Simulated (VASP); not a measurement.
# Sn2GeO2 (I4/mmm) in VASP: notebook

Sn2GeO2 is run at these levels: PBE; tasks: single point, relaxation of cell and atoms.

All numbers are computed with VASP 6.6.1; they aren't measurements. Logs are shortened: lines on timing, memory, paths and dates and some standing lists are left out, and cuts for length are marked.

## 1. The cell of the first run

It takes space group I4/mmm (No. 139, tetragonal). Conventional cell: a = 3.700 Å, b = 3.700 Å, c = 12.727 Å, α = 90.00°, β = 90.00°, γ = 90.00°. Sn (site symmetry 4mm) has 4 O at 2.22 Å within 2.9 Å. Ge (site symmetry 4/mmm) has 10 Sn at 3.26 to 4.41 Å and 8 O at 3.68 Å and 4 Ge at 3.70 Å within 4.5 Å. Within 2.9 Å of O (site symmetry -4m2) lie 4 Sn at 2.22 Å and 4 O at 2.62 Å.

The cell was built from a structure type or drawn by symmetry, and may not be a known phase.

## 2. Single point, PBE

The input, INCAR:

```
SYSTEM = Sn2GeO2
PREC     = Accurate       ! precision mode
ENCUT    = 520            ! plane-wave cutoff, eV
EDIFF    = 1E-6           ! SCF threshold, eV
ISMEAR   = 0              ! smearing method
SIGMA    = 0.1            ! smearing width, eV
LREAL    = .False.        ! projectors in reciprocal space
LASPH    = .True.         ! aspherical terms in the spheres
NELM     = 80             ! most SCF steps
ALGO     = Normal         ! electronic algorithm
ISIF     = 2              ! what is computed and relaxed
LWAVE    = .False.        ! write WAVECAR
LCHARG   = .True.         ! write CHGCAR
GGA      = PE             ! functional
LELF     = .True.         ! ELF
LVHAR    = .True.       
NBANDS   = 35             ! bands
```

The input, KPOINTS:

```
regular mesh
0
Gamma
  6 6 6
  0 0 0
```

The input, POSCAR:

```
Sn2GeO2
1.0
   -1.8501350879      1.8501350879      6.3634447506
    1.8501350879     -1.8501350879      6.3634447506
    1.8501350879      1.8501350879     -6.3634447506
Sn Ge O
2 1 2
Direct
    0.3468371272      0.3468371272      0.0000000000
    0.6531628728      0.6531628728      0.0000000000
    0.0000000000      0.0000000000      0.0000000000
    0.7500000000      0.2500000000      0.5000000000
    0.2500000000      0.7500000000      0.5000000000
```

Potentials or basis: VASP PAW PBE potentials, release 64 (Sn_d, Ge_d, O).

Run with:

```console
$ cat potpaw_PBE.64/Sn_d/POTCAR potpaw_PBE.64/Ge_d/POTCAR potpaw_PBE.64/O/POTCAR > POTCAR
$ mpirun -np 1 vasp_std > vasp.out
```

OUTCAR:

```text
SYSTEM = Sn2GeO2
   PREC = Accurate
   ENCUT = 520
   EDIFF = 1E-6
   ISMEAR = 0
   LREAL = .False.
   LASPH = .True.
   NELM = 80
   ISIF = 2
   GGA = PE

 ion  position               nearest neighbor table
   1  0.347  0.347  0.000-   4 2.22   5 2.22   5 2.22   4 2.22   3 3.26   3 3.26   3 3.26   3 3.26
                             2 3.59   2 3.59   2 3.59   2 3.59
   2  0.653  0.653  0.000-   5 2.22   4 2.22   4 2.22   5 2.22   3 3.26   3 3.26   3 3.26   3 3.26
                             1 3.59   1 3.59   1 3.59   1 3.59
   3  0.000  0.000  0.000-   1 3.26   2 3.26   2 3.26   2 3.26   2 3.26   1 3.26   1 3.26   1 3.26

   4  0.750  0.250  0.500-   1 2.22   2 2.22   1 2.22   2 2.22
   5  0.250  0.750  0.500-   1 2.22   2 2.22   1 2.22   2 2.22

  LATTYP: Found a body centered tetragonal cell.
 ALAT       =     3.7002701758
 C/A-ratio  =     3.4394487150

  Lattice vectors:

 A1 = (  -1.8501350879,   1.8501350879,   6.3634447506)
 A2 = (   1.8501350879,  -1.8501350879,   6.3634447506)
 A3 = (   1.8501350879,   1.8501350879,  -6.3634447506)

Analysis of symmetry for initial positions (statically):
=====================================================================
 Subroutine PRICEL returns:
 Original cell was already a primitive cell.

 Routine SETGRP: Setting up the symmetry group for a
 body centered tetragonal supercell.

 Subroutine GETGRP returns: Found 16 space group operations
 (whereof 16 operations were pure point group operations)
 out of a pool of 16 trial point group operations.

The static configuration has the point symmetry D_4h.

Analysis of symmetry for dynamics (positions and initial velocities):
=====================================================================
 Subroutine PRICEL returns:
 Original cell was already a primitive cell.

 Routine SETGRP: Setting up the symmetry group for a
 body centered tetragonal supercell.

 Subroutine GETGRP returns: Found 16 space group operations
 (whereof 16 operations were pure point group operations)
 out of a pool of 16 trial point group operations.

The dynamic configuration has the point symmetry D_4h.

 Subroutine INISYM returns: Found 16 space group operations
 (whereof 16 operations are pure point group operations),
 and found     1 'primitive' translations

----------------------------------------------------------------------------------------

                                     Primitive cell

[... 92 lines left out ...]
   LSORBIT =      F    spin-orbit coupling
   LASPH  =      T    aspherical Exc in radial PAW
   ENCUT  =  520.0 eV  38.22 Ry    6.18 a.u.  12.79 12.79 12.79*2*pi/ulx,y,z
   NELM   =     80;   NELMIN=  2; NELMDL= -5     # of ELM steps
   EDIFF  = 0.1E-05   stopping-criterion for ELM
   LREAL  =      F    real-space projection
   EDIFFG = 0.1E-04   stopping-criterion for IOM
   NSW    =      0    number of steps for IOM
   IBRION =     -1    ionic relax: 0-MD 1-quasi-New 2-CG
   NFREE  =      0    steps in history (QN), initial steepest desc. (CG)
   ISIF   =      2    stress and relaxation
   ISYM   =      2    0-nonsym 1-usesym 2-fastsym
   POTIM  = 0.5000    time-step for ionic-motion
   TEBEG  =    0.0;   TEEND  =   0.0 temperature during run
   PSTRESS=    0.0 pullay stress
   NELECT =      54.0000    total number of electrons
   NUPDOWN=      -1.0000    fix difference up-down
   EMIN   =  10.00;   EMAX   =-10.00  energy-range for DOS
   EFERMI =   0.00;   METHOD = LEGACY
   ISMEAR =     0;   SIGMA  =   0.10  broadening in eV -4-tet -1-fermi 0-gaus
   EFERMI_NEDOS =   21; number of points for ismear=-14 and -15
   IALGO  =     38    algorithm
   IMIX   =      4    mixing-type and parameters
     AMIX     =   0.40;   BMIX     =  1.00
     AMIX_MAG =   1.60;   BMIX_MAG =  1.00
  volume/ion in A,a.u.               =      17.43       117.59
  Fermi-wavevector in a.u.,A,eV,Ry     =   1.395789  2.637658 26.507228  1.948226
  Thomas-Fermi vector in A             =   2.519206
   LORBIT       =      0    0 simple, 1 ext, 2 COOP (PROOUT), +10 PAW based schemes
   GGA     = PE    functional components
   LHFCALC =     F    Hartree Fock is set to
   AEXX    =    0.0000 exact exchange contribution
   IVDW    =     0    specifies the selected vdW correction
   LEPSILON=     F    determine dielectric tensor
   LRPA    =     F    only Hartree local field effects (RPA)
 non-spin polarized calculation
 Gauss-broadening in eV      SIGMA  =   0.10
  energy-cutoff  :      520.00
  volume of cell :       87.13
 maximum number of plane-waves:      2380
 NGX is ok and might be reduce to    54
   NGX = 25   NGY = 25   NGZ = 25

 number of electron      54.0000000 magnetization

 Free energy of the ion-electron system (eV)
  ---------------------------------------------------
  ext. energy  EPLUGINS =         0.00000000
  ---------------------------------------------------
  free energy    TOTEN  =       -25.77261194 eV

  energy without entropy =      -25.76092370  energy(sigma->0) =      -25.76676782

 E-fermi :   7.1270     XC(G=0): -10.7067

 val. band max:        7.1068035456   @ k =  -0.1667   0.1667   0.0000
 cond. band min:       7.1627615252   @ k =   0.3333   0.1667   0.1667
 fundamental gap:      0.0559579796
 Fermi energy:         7.1270108970

 k-point     1 :       0.0000    0.0000    0.0000
  band No.  band energies     occupation
      1     -17.5792      2.00000
      2     -17.5707      2.00000
      3     -17.5478      2.00000
      4     -17.5478      2.00000
      5     -17.5404      2.00000
      6     -14.8265      2.00000
[... 901 lines left out ...]
     34      13.8026      0.00000
     35      13.9841      0.00000

 [... further k-points ...]
[... 5 lines left out ...]
  --------------------------------------------------------------------------------------
  -------------------------------------------------------------------------------------
  Total        0.0676574      0.0676574      0.2056048      0.0000000      0.0000000      0.0000000
  in kB        1.2441331      1.2441331      3.7808091      0.0000000      0.0000000      0.0000000
  external PRESSURE =       2.0896918 kB  Pullay stress =       0.0000000 kB

 VOLUME and BASIS-vectors are now :
 -----------------------------------------------------------------------------
  energy-cutoff  :      520.00
  volume of cell :       87.13
      direct lattice vectors                 reciprocal lattice vectors
    -1.850135088  1.850135088  6.363444751     0.000000000  0.270250536  0.078573794
     1.850135088 -1.850135088  6.363444751     0.270250536  0.000000000  0.078573794
     1.850135088  1.850135088 -6.363444751     0.270250536  0.270250536  0.000000000

 POSITION                                       TOTAL-FORCE (eV/Angst)
 -----------------------------------------------------------------------------------
      0.00000      0.00000      4.41416         0.000000      0.000000      0.056908
      0.00000      0.00000      8.31273        -0.000000     -0.000000     -0.056908
      0.00000      0.00000      0.00000        -0.000000     -0.000000     -0.000000
      0.00000      1.85014      3.18172        -0.000000     -0.000000      0.000000
      1.85014      0.00000      3.18172        -0.000000     -0.000000      0.000000
 -----------------------------------------------------------------------------------
    total drift:                                0.000000      0.000000      0.000000

  FREE ENERGIE OF THE ION-ELECTRON SYSTEM (eV)
  ---------------------------------------------------
  free  energy   TOTEN  =       -25.7726119396 eV

  energy  without entropy=      -25.7609236985  energy(sigma->0) =      -25.76676782
```

Run time: 5.2 min. Hardware: 1 thread of Intel Xeon Platinum 8259CL at 2.50GHz (Skylake/Cascade Lake), shared host; peak memory 0.43 GiB.

What came out:

* Free energy: -25.7726 eV
* Pressure: 0.2 GPa
* Largest force: 0.057 eV/Å
* Band gap on the k mesh: zero (bands 27 and 28 overlap by 3.10 eV)

Forces on the atoms (eV/Å):
```
Sn   0.000  0.000  0.057
Sn   0.000  0.000 -0.057
Ge   0.000  0.000  0.000
O    0.000  0.000  0.000
O    0.000  0.000  0.000
```

Stress tensor (GPa, compression positive):
```
0.12 0.00 0.00
0.00 0.12 0.00
0.00 0.00 0.38
```

Caveat: spin-orbit coupling is left out, which moves the levels of the heavy elements.

## 3. Relaxation of cell and atoms, PBE

This run uses another cell than the first one, of 17.85 Å³/atom.

The input, INCAR:

```
SYSTEM = Sn2GeO2
  PREC = Accurate
  ENCUT = 600
  EDIFF = 1E-6
  ISMEAR = 0
  SIGMA = 0.1
  LREAL = .False.
  LASPH = .True.
  NELM = 100
  ALGO = Normal
  ISIF = 3
  LWAVE = .False.
  LCHARG = .False.
  GGA = PE
  IBRION = 2
  NSW = 90
  EDIFFG = -0.04
```

The input, KPOINTS:

```
Automatic mesh
0
Gamma
  6 6 6
  0 0 0
```

The input, POSCAR:

```
Sn2GeO2
1.0
   -2.0740341600      2.0740341600      5.1883551200
    2.0740341600     -2.0740341600      5.1883551200
    2.0740341600      2.0740341600     -5.1883551200
Sn Ge O
2 1 2
Direct
    0.3787063100      0.3787063100      0.0000000000
    0.6212936900      0.6212936900      0.0000000000
    0.0000000000      0.0000000000      0.0000000000
    0.7500000000      0.2500000000      0.5000000000
    0.2500000000      0.7500000000      0.5000000000
```

Potentials or basis: VASP PAW PBE potentials, release 64 (Sn_d, Ge_d, O).

Run with:

```console
$ cat potpaw_PBE.64/Sn_d/POTCAR potpaw_PBE.64/Ge_d/POTCAR potpaw_PBE.64/O/POTCAR > POTCAR
$ mpirun -np 1 vasp_std > vasp.out
```

Run time: 27 min. Hardware: 1 thread of Intel Xeon Platinum 8259CL at 2.50GHz (Skylake/Cascade Lake), shared host; peak memory 0.41 GiB.

Results (log left out):

- Free energy: -25.7698 eV
- Relaxed volume: 17.33 Å³/atom
- Relaxed cell: a = 6.852 Å, b = 6.852 Å, c = 6.852 Å, α = 148.68°, β = 148.68°, γ = 44.88°
- Space group after relaxing (to 0.1 Å): I4/mmm (No. 139)
- Energy gained by relaxing: 586.8 meV/atom
- Ionic steps: 13
- Pressure after relaxing: 0.2 GPa
- Largest force after relaxing: 0.032 eV/Å
- Band gap on the k mesh: zero (bands 27 and 28 overlap by 3.09 eV)

Forces in eV/Å, atoms in the order of the input:
```
Sn   0.000  0.000  0.032
Sn   0.000  0.000 -0.032
Ge   0.000  0.000  0.000
O    0.000  0.000  0.000
O    0.000  0.000  0.000
```

The path:
```csv
step,energy change (eV),largest force (eV/Å),pressure (GPa),volume (Å³)
1,0.0000,5.7797,-3.85,89.27
2,-2.1540,0.2699,2.93,83.50
3,-2.1734,1.4181,6.43,82.27
4,-2.1847,0.9774,5.03,82.72
5,-2.8203,0.3504,-0.79,87.69
6,-2.9001,0.2374,-3.02,90.24
7,-2.9004,0.1703,-2.82,89.98
8,-2.9216,0.2817,1.41,86.33
9,-2.9319,0.1115,-0.28,87.63
10,-2.9318,0.1183,-0.19,87.58
11,-2.9333,0.0490,-0.14,87.30
12,-2.9339,0.0342,-0.11,86.97
13,-2.9342,0.0318,0.19,86.65
```

Final structure:
```yaml
crystal:
  lattice:
    - [-1.84953, 1.84953, 6.33268]
    - [1.84953, -1.84953, 6.33268]
    - [1.84953, 1.84953, -6.33268]
  atoms:
    - { symbol: Sn, position: [0.34734, 0.34734, 0.00000] }
    - { symbol: Sn, position: [0.65266, 0.65266, 0.00000] }
    - { symbol: Ge, position: [0.00000, 0.00000, 0.00000] }
    - { symbol: O, position: [0.75000, 0.25000, 0.50000] }
    - { symbol: O, position: [0.25000, 0.75000, 0.50000] }
```

Levels at points of the mesh, in eV from the Fermi level:
```
           k point  band 23  band 24  band 25  band 26  band 27  band 28  band 29  band 30  band 31  band 32
(0.00, 0.00, 0.00)    -2.66    -2.66    -2.64    -1.83     0.87     0.87     1.63     2.50     5.83     6.06
(0.50, 0.00, 0.00)    -4.44    -4.43    -4.13    -1.58    -0.69     2.26     2.57     4.05     5.10     6.06
(0.50, 0.50, 0.00)    -3.19    -2.56    -1.99    -1.99    -1.73    -1.50     0.42     1.36     3.69     4.99
(0.50, 0.50, 0.50)    -3.33    -2.64    -2.64    -0.29     1.35     1.35     2.14     3.54     4.13     4.13
```

Caveat: spin-orbit coupling is left out, which moves the levels of the heavy elements.
